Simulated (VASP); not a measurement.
# Os (P6_3/mmc) in VASP: notebook

The runs below take Os through single point, with PBEsol.

Program: VASP 6.6.1. These are calculated values, not measurements. Logs are shortened: lines on timing, memory, paths and dates and some standing lists are left out, and cuts for length are marked.

### 1 The cell of the first run

It takes space group P6_3/mmc (No. 194, hexagonal). The conventional cell has a = 2.734 Å, b = 2.734 Å, c = 4.644 Å, α = 90.00°, β = 90.00°, γ = 120.00°. Os (site symmetry -6m2) has 12 Os at 2.73 to 2.81 Å within 3.6 Å.

### 2 Single point, PBEsol (strain +0.0750 x Voigt [0, 0, 1, 0, 0, 0])

Input file INCAR:

```
SYSTEM = Os
ALGO = Normal
EDIFF = 1E-6
ENCUT = 520
GGA = PS
ISIF = 2
ISMEAR = 0
LASPH = .TRUE.
LCHARG = .FALSE.
LREAL = .FALSE.
LWAVE = .FALSE.
NBANDS = 15
NELM = 60
PREC = Accurate
SIGMA = 0.15
```

Input file KPOINTS:

```
k-points
0
G
  18 18 12
  0 0 0
```

Input file POSCAR:

```
Os
1.0
    2.7340999755      0.0000000000      0.0000000000
   -1.3670499878      2.3678000353      0.0000000000
    0.0000000000      0.0000000000      4.6436775000
Os
2
Direct
    0.3333333333      0.6666666667      0.2500000000
    0.6666666667      0.3333333333      0.7500000000
```

Potentials or basis: VASP PAW PBE potentials, release 64 (Os).

Command:

```bash
$ cat potpaw_PBE.64/Os/POTCAR > POTCAR
$ mpirun -np 1 vasp_std > vasp.out
```

OUTCAR:

```text
SYSTEM = Os
   EDIFF = 1E-6
   ENCUT = 520
   GGA = PS
   ISIF = 2
   ISMEAR = 0
   LASPH = .TRUE.
   LREAL = .FALSE.
   NELM = 60
   PREC = Accurate

 ion  position               nearest neighbor table
   1  0.333  0.667  0.250-   2 2.81   2 2.81   2 2.81   2 2.81   2 2.81   2 2.81
   2  0.667  0.333  0.750-   1 2.81   1 2.81   1 2.81   1 2.81   1 2.81   1 2.81

  LATTYP: Found a hexagonal cell.
 ALAT       =     2.7340999755
 C/A-ratio  =     1.6984300288

  Lattice vectors:

 A1 = (   2.7340999755,   0.0000000000,   0.0000000000)
 A2 = (  -1.3670499878,   2.3678000353,   0.0000000000)
 A3 = (   0.0000000000,   0.0000000000,   4.6436775000)

Analysis of symmetry for initial positions (statically):
=====================================================================
 Subroutine PRICEL returns:
 Original cell was already a primitive cell.

 Routine SETGRP: Setting up the symmetry group for a
 hexagonal supercell.

 Subroutine GETGRP returns: Found 24 space group operations
 (whereof 12 operations were pure point group operations)
 out of a pool of 24 trial point group operations.

The static configuration has the point symmetry D_3d.
 The point group associated with its full space group is D_6h.

Analysis of symmetry for dynamics (positions and initial velocities):
=====================================================================
 Subroutine PRICEL returns:
 Original cell was already a primitive cell.

 Routine SETGRP: Setting up the symmetry group for a
 hexagonal supercell.

 Subroutine GETGRP returns: Found 24 space group operations
 (whereof 12 operations were pure point group operations)
 out of a pool of 24 trial point group operations.

The dynamic configuration has the point symmetry D_3d.
 The point group associated with its full space group is D_6h.

 Subroutine INISYM returns: Found 24 space group operations
 (whereof 12 operations are pure point group operations),
 and found     1 'primitive' translations

----------------------------------------------------------------------------------------

                                     Primitive cell

  volume of cell :      30.0622

  direct lattice vectors                    reciprocal lattice vectors
     2.734099975  0.000000000  0.000000000     0.365751073  0.211166481  0.000000000
    -1.367049988  2.367800035  0.000000000     0.000000000  0.422332961  0.000000000
     0.000000000  0.000000000  4.643677500     0.000000000  0.000000000  0.215346565

  length of vectors
     2.734099975  2.734099976  4.643677500     0.422332961  0.422332961  0.215346565

  position of ions in fractional coordinates (direct lattice)
     0.333333333  0.666666667  0.250000000
     0.666666667  0.333333333  0.750000000

  ion indices of the primitive-cell ions
   primitive index   ion index
                 1           1
                 2           2

----------------------------------------------------------------------------------------

 KPOINTS: k-points

Automatic generation of k-mesh.
 Grid dimensions read from file:
 generate k-points for:   18   18   12

 Generating k-lattice:

  Cartesian coordinates                     Fractional coordinates (reciprocal lattice)
     0.020319504  0.011731471  0.000000000     0.055555556  0.000000000  0.000000000
     0.000000000  0.023462942  0.000000000     0.000000000  0.055555556  0.000000000
     0.000000000  0.000000000  0.017945547     0.000000000  0.000000000  0.083333333

  Length of vectors
     0.023462942  0.023462942  0.017945547

  Shift w.r.t. Gamma in fractional coordinates (k-lattice)
     0.000000000  0.000000000  0.000000000

 Subroutine IBZKPT returns following result:
 ===========================================

 Found    259 irreducible k-points:

 Following reciprocal coordinates:
            Coordinates               Weight
  0.000000  0.000000  0.000000      1.000000
  0.055556  0.000000  0.000000      6.000000
  0.111111  0.000000  0.000000      6.000000
  0.166667  0.000000  0.000000      6.000000
  0.222222  0.000000  0.000000      6.000000
  0.277778  0.000000  0.000000      6.000000
[... 16 lines left out ...]
  0.333333  0.111111  0.000000     12.000000
  0.388889  0.111111  0.000000     12.000000
 [... further k-points ...]
   k-points           NKPTS =    259   k-points in BZ     NKDIM =    259   number of bands    NBANDS=     15
   number of dos      NEDOS =    301   number of ions     NIONS =      2
   total plane-waves  NPLWV =  14400
   dimension x,y,z NGX =    20 NGY =   20 NGZ =   36
   dimension x,y,z NGXF=    40 NGYF=   40 NGZF=   72
   ions per type =               2
   NGX,Y,Z   is equivalent  to a cutoff of  12.16, 12.16, 12.89 a.u.
   NGXF,Y,Z  is equivalent  to a cutoff of  24.32, 24.32, 25.78 a.u.
 SYSTEM =  Os
   PREC   = accura    normal or accurate (medium, high low for compatibility)
   ISTART =      0    job   : 0-new  1-cont  2-samecut
   ICHARG =      2    charge: 1-file 2-atom 10-const
   ISPIN  =      1    spin polarized calculation?
   LNONCOLLINEAR =      F non collinear calculations
   LSORBIT =      F    spin-orbit coupling
   LASPH  =      T    aspherical Exc in radial PAW
   ENCUT  =  520.0 eV  38.22 Ry    6.18 a.u.   5.08  5.08  8.63*2*pi/ulx,y,z
   NELM   =     60;   NELMIN=  2; NELMDL= -5     # of ELM steps
   EDIFF  = 0.1E-05   stopping-criterion for ELM
   LREAL  =      F    real-space projection
   EDIFFG = 0.1E-04   stopping-criterion for IOM
   NSW    =      0    number of steps for IOM
   IBRION =     -1    ionic relax: 0-MD 1-quasi-New 2-CG
   NFREE  =      0    steps in history (QN), initial steepest desc. (CG)
   ISIF   =      2    stress and relaxation
   ISYM   =      2    0-nonsym 1-usesym 2-fastsym
   POTIM  = 0.5000    time-step for ionic-motion
   TEBEG  =    0.0;   TEEND  =   0.0 temperature during run
   PSTRESS=    0.0 pullay stress
   NELECT =      16.0000    total number of electrons
   NUPDOWN=      -1.0000    fix difference up-down
   EMIN   =  10.00;   EMAX   =-10.00  energy-range for DOS
   EFERMI =   0.00;   METHOD = LEGACY
   ISMEAR =     0;   SIGMA  =   0.15  broadening in eV -4-tet -1-fermi 0-gaus
   EFERMI_NEDOS =   21; number of points for ismear=-14 and -15
   IALGO  =     38    algorithm
   IMIX   =      4    mixing-type and parameters
     AMIX     =   0.40;   BMIX     =  1.00
     AMIX_MAG =   1.60;   BMIX_MAG =  1.00
  volume/ion in A,a.u.               =      15.03       101.44
  Fermi-wavevector in a.u.,A,eV,Ry     =   1.326705  2.507109 23.948239  1.760146
  Thomas-Fermi vector in A             =   2.456072
   LORBIT       =      0    0 simple, 1 ext, 2 COOP (PROOUT), +10 PAW based schemes
   GGA     = PS    functional components
   LHFCALC =     F    Hartree Fock is set to
   AEXX    =    0.0000 exact exchange contribution
   IVDW    =     0    specifies the selected vdW correction
   LEPSILON=     F    determine dielectric tensor
   LRPA    =     F    only Hartree local field effects (RPA)
 non-spin polarized calculation
 Gauss-broadening in eV      SIGMA  =   0.15
  energy-cutoff  :      520.00
  volume of cell :       30.06
 maximum number of plane-waves:       831
   NGX = 11   NGY = 11   NGZ = 17

 number of electron      15.9999998 magnetization

 Free energy of the ion-electron system (eV)
  ---------------------------------------------------
  ext. energy  EPLUGINS =         0.00000000
  ---------------------------------------------------
  free energy    TOTEN  =       -24.10800705 eV

  energy without entropy =      -24.09149250  energy(sigma->0) =      -24.09974977

 E-fermi :   8.2527     XC(G=0): -13.7448

 val. band max:        8.2476854387   @ k =   0.3333   0.2778   0.2500
 cond. band min:       8.2528801851   @ k =   0.1111   0.0000   0.3333
 fundamental gap:      0.0051947464
 Fermi energy:         8.2527091075

 k-point     1 :       0.0000    0.0000    0.0000
  band No.  band energies     occupation
      1      -2.0961      2.00000
      2       0.9273      2.00000
      3       4.9764      2.00000
      4       5.5776      2.00000
      5       5.5776      2.00000
      6       6.1538      2.00000
      7       6.1538      2.00000
      8       7.4420      2.00000
      9       7.4420      2.00000
     10       7.5371      2.00000
     11       9.7925      0.00000
     12       9.7925      0.00000
     13      15.5139      0.00000
     14      22.7039      0.00000
     15      23.8920      0.00000

 k-point     2 :       0.0556    0.0000    0.0000
  band No.  band energies     occupation
      1      -1.9727      2.00000
      2       1.0471      2.00000
      3       4.9370      2.00000
      4       5.5855      2.00000
      5       5.6863      2.00000
      6       6.0718      2.00000
      7       6.2575      2.00000
      8       7.0229      2.00000
      9       7.3593      2.00000
     10       7.3808      2.00000
     11       9.8342      0.00000
     12      10.3636      0.00000
     13      15.4925      0.00000
     14      22.9525      0.00000
     15      24.0869      0.00000

 k-point     3 :       0.1111    0.0000    0.0000
  band No.  band energies     occupation
      1      -1.6128      2.00000
      2       1.3850      2.00000
      3       4.7627      2.00000
      4       5.6467      2.00000
      5       5.9145      2.00000
      6       6.0079      2.00000
      7       6.1183      2.00000
      8       6.5637      2.00000
      9       7.1403      2.00000
     10       7.1672      2.00000
     11       9.9353      0.00000
     12      11.4835      0.00000
     13      15.4226      0.00000
     14      23.6047      0.00000
     15      24.6116      0.00000

 k-point     4 :       0.1667    0.0000    0.0000
  band No.  band energies     occupation
      1      -1.0491      2.00000
      2       1.8591      2.00000
      3       4.5029      2.00000
      4       5.2022      2.00000
      5       5.4395      2.00000
      6       6.1545      2.00000
      7       6.5293      2.00000
      8       6.8448      2.00000
      9       6.8622      2.00000
     10       7.0570      2.00000
     11      10.0509      0.00000
     12      12.7483      0.00000
     13      15.3001      0.00000
     14      24.0724      0.00000
     15      25.0880      0.00000
[... 307 lines left out ...]
 k-point    22 :       0.2778    0.1111    0.0000
  band No.  band energies     occupation
      1       1.4035      2.00000
      2       2.5411      2.00000
      3       3.0808      2.00000
      4       4.3822      2.00000
      5       5.3567      2.00000
      6       5.4554      2.00000
      7       6.2372      2.00000
      8       7.7880      1.99999
      9       9.3271      0.00000
     10      10.0168      0.00000
     11      10.1861      0.00000
     12      15.2667      0.00000
     13      17.0824      0.00000
     14      18.8330      0.00000
     15      21.2107      0.00000

 k-point    23 :       0.3333    0.1111    0.0000
  band No.  band energies     occupation
      1       1.8362      2.00000
      2       2.3032      2.00000
      3       2.7051      2.00000
      4       4.7732      2.00000
      5       5.2683      2.00000
      6       5.8793      2.00000
      7       5.8999      2.00000
      8       8.6958      0.00003
      9       9.9460      0.00000
     10      10.0106      0.00000
     11      11.2030      0.00000
     12      15.7978      0.00000
     13      16.8831      0.00000
     14      18.1449      0.00000
     15      19.9064      0.00000

 k-point    24 :       0.3889    0.1111    0.0000
  band No.  band energies     occupation
      1       2.0182      2.00000
      2       2.1437      2.00000
      3       2.4741      2.00000
      4       5.2214      2.00000
      5       5.2852      2.00000
      6       5.6142      2.00000
      7       6.1411      2.00000
      8       9.5961      0.00000
      9      10.0033      0.00000
     10      10.2884      0.00000
     11      12.1754      0.00000
     12      15.1435      0.00000
     13      16.7035      0.00000
     14      18.7986      0.00000
     15      18.9220      0.00000

 [... further k-points ...]
[... 5 lines left out ...]
  --------------------------------------------------------------------------------------
  -------------------------------------------------------------------------------------
  Total       -2.8420514     -2.8420514     -9.5576959      0.0000000      0.0000000      0.0000000
  in kB     -151.4680558   -151.4680558   -509.3805106      0.0000000      0.0000000      0.0000000
  external PRESSURE =    -270.7722074 kB  Pullay stress =       0.0000000 kB

 VOLUME and BASIS-vectors are now :
 -----------------------------------------------------------------------------
  energy-cutoff  :      520.00
  volume of cell :       30.06
      direct lattice vectors                 reciprocal lattice vectors
     2.734099975  0.000000000  0.000000000     0.365751073  0.211166481  0.000000000
    -1.367049988  2.367800035  0.000000000     0.000000000  0.422332961  0.000000000
     0.000000000  0.000000000  4.643677500     0.000000000  0.000000000  0.215346565

 POSITION                                       TOTAL-FORCE (eV/Angst)
 -----------------------------------------------------------------------------------
     -0.00000      1.57853      1.16092         0.000000     -0.000000      0.000000
      1.36705      0.78927      3.48276        -0.000000      0.000000      0.000000
 -----------------------------------------------------------------------------------
    total drift:                               -0.000000      0.000000     -0.000000

  FREE ENERGIE OF THE ION-ELECTRON SYSTEM (eV)
  ---------------------------------------------------
  free  energy   TOTEN  =       -24.1080070521 eV

  energy  without entropy=      -24.0914924975  energy(sigma->0) =      -24.09974977
```

Wall time 32 s (1 thread of Intel Xeon 6975P-C (Granite Rapids), shared host); peak memory 0.22 GiB.

Results:

```yaml
Free_energy: -24.1080 eV
Pressure: -27.1 GPa
Band_gap_on_the_k_mesh: zero (band 8 reaches 10.29 eV, above the bottom of band 9 at 6.86 eV)
```

Stress tensor (GPa, compression positive):
```
-15.15   0.00   0.00
  0.00 -15.15   0.00
  0.00   0.00 -50.94
```

Levels at points of the mesh, in eV from the Fermi level:
```tsv
k point	band 4	band 5	band 6	band 7	band 8	band 9	band 10	band 11	band 12	band 13
(0.00, 0.00, 0.00)	-2.68	-2.68	-2.10	-2.10	-0.81	-0.81	-0.72	1.54	1.54	7.26
(0.50, 0.00, 0.00)	-2.80	-2.64	-2.45	-2.15	2.04	2.33	2.67	4.10	5.40	8.71
(0.00, 0.00, 0.50)	-3.63	-2.70	-2.70	-2.70	-2.70	0.78	0.78	0.78	0.78	13.44
(0.50, 0.00, 0.50)	-5.09	-0.79	-0.79	-0.11	-0.11	2.52	2.52	2.93	2.93	8.57
```

Caveat: the cell differs from its parent crystal (strain +0.0750 x Voigt [0, 0, 1, 0, 0, 0]); the PAW data sets were made with another functional, which shifts forces and pressure a little; spin-orbit coupling is left out, which moves the levels of the heavy elements.

### 3 Single point, PBEsol (strain +0.1125 x Voigt [0, 0, 1, 0, 0, 0])

Input file INCAR:

```
PREC = Accurate
ENCUT = 520
EDIFF = 1E-6
ISMEAR = 0
SIGMA = 0.15
LREAL = False
LASPH = True
NELM = 100
ALGO = Normal
ISIF = 2
LWAVE = False
LCHARG = True
GGA = PS
LELF = True
LVHAR = True
NBANDS = 15
```

Input file KPOINTS:

```
Automatic mesh
0
Gamma
  18 18 12
```

Edit POSCAR of step 2 so:

```diff
@@ -4,3 +4,3 @@
    -1.3670499878      2.3678000353      0.0000000000
-    0.0000000000      0.0000000000      4.6436775000
+    0.0000000000      0.0000000000      4.8056662500
 Os
```

Potentials or basis: VASP PAW PBE potentials, release 64 (Os).

Command:

```bash
$ cat potpaw_PBE.64/Os/POTCAR > POTCAR
$ mpirun -np 1 vasp_std > vasp.out
```

Wall time 34 s (1 thread of Intel Xeon 6975P-C (Granite Rapids), shared host); peak memory 0.22 GiB.

It converged, with:

```yaml
Free_energy: -23.7284 eV
Pressure: -34.1 GPa
Band_gap_on_the_k_mesh: zero (band 8 reaches 9.55 eV, above the bottom of band 9 at 6.48 eV)
```

Stress tensor (GPa, compression positive):
```
-19.04   0.00   0.00
  0.00 -19.04   0.00
  0.00   0.00 -64.30
```

Levels at points of the mesh, in eV from the Fermi level:
```tsv
k point	band 5	band 6	band 7	band 8	band 9	band 10	band 11	band 12
(0.00, 0.00, 0.00)	-2.53	-2.06	-2.06	-0.98	-0.51	-0.51	1.47	1.47
(0.50, 0.00, 0.00)	-2.26	-2.22	-2.22	1.76	2.43	2.69	3.92	5.21
(0.00, 0.00, 0.50)	-2.51	-2.51	-2.51	-2.51	0.77	0.77	0.77	0.77
(0.50, 0.00, 0.50)	-0.63	-0.63	-0.09	-0.09	2.58	2.58	2.72	2.72
```

Caveat: the cell differs from its parent crystal (strain +0.1125 x Voigt [0, 0, 1, 0, 0, 0]); the PAW data sets were made with another functional, which shifts forces and pressure a little; spin-orbit coupling is left out, which moves the levels of the heavy elements.
